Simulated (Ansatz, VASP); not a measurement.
# TiAl: VASP beside Ansatz

INCAR

```
SYSTEM = TiAl
PREC = Accurate
ENCUT = 520
EDIFF = 1E-6
ISMEAR = 0
SIGMA = 0.15
LREAL = .False.
LASPH = .True.
NELM = 100
ALGO = Fast
ISIF = 2
LWAVE = .False.
LCHARG = .True.
GGA = PS
LELF = .True.
LVHAR = .True.
NBANDS = 14
```

KPOINTS

```
regular mesh
0
Gamma
  10 10 10
  0 0 0
```

Contents of POSCAR:

```
TiAl
1.0
    3.1438903222      0.0515394135     -0.0331589238
    0.0515394135      3.1283020703     -0.0017797817
   -0.0331589238     -0.0017797817      3.1972298377
Ti Al
1 1
Direct
   -0.0047457385     -0.0044906118      0.0041322901
    0.5047457385      0.5044906118      0.4958677099
```

Input for Ansatz:

```yaml
crystal:
  lattice:
    - [3.1438903222, 0.0515394135, -0.0331589238]
    - [0.0515394135, 3.1283020703, -0.0017797817]
    - [-0.0331589238, -0.0017797817, 3.1972298377]
  atoms:
    - { symbol: Ti, position: [-0.0047457385, -0.0044906118, 0.0041322901] }
    - { symbol: Al, position: [0.5047457385, 0.5044906118, 0.4958677099] }
basis:
  ecutwfc: 420
kpoints:
  mp_grid: { grid: [10, 10, 10] }
hamiltonian:
  xc: pbesol
scf:
  occupations: { method: gaussian, width: 0.15 }
output:
  forces: true
  stress: true
  eigenvalues: true
```

Change from the starting cell: cell sheared at random, sigma 0.01, atoms nudged by 0.01 Å.

Alike in both runs: task single point; functional PBEsol; k mesh 10 × 10 × 10; occupations gaussian, width 0.15 eV; no spin polarisation.

|  | VASP | Ansatz |
| --- | --- | --- |
| version | VASP 6.6.1 | Ansatz 0.2.0 |
| potentials or method | VASP PAW PBE potentials, release 64 (Ti_sv, Al), cutoff 520 eV | scalar-relativistic, plane waves, PAW |
| valence electrons in the cell | 15 | 15 |

|  | VASP | Ansatz | Ansatz less VASP |
| --- | --- | --- | --- |
| gap on the k mesh at the Fermi level (eV) | none | none | - |
| pressure (GPa) | 0.4 | 0.3 | -0.05 |
| traceless stress, the component that is largest in VASP (GPa) | -2.27 | -2.26 | +0.007 |
| rms of the force components (eV/Å) | 0.169 | 0.168 | -0.0003 |

VASP's potentials were made for PBE, not for PBEsol. Atom by atom the forces differ by 0.000 eV/Å (rms over components). A gap of «none» marks a metal or a gap that the smearing closes.
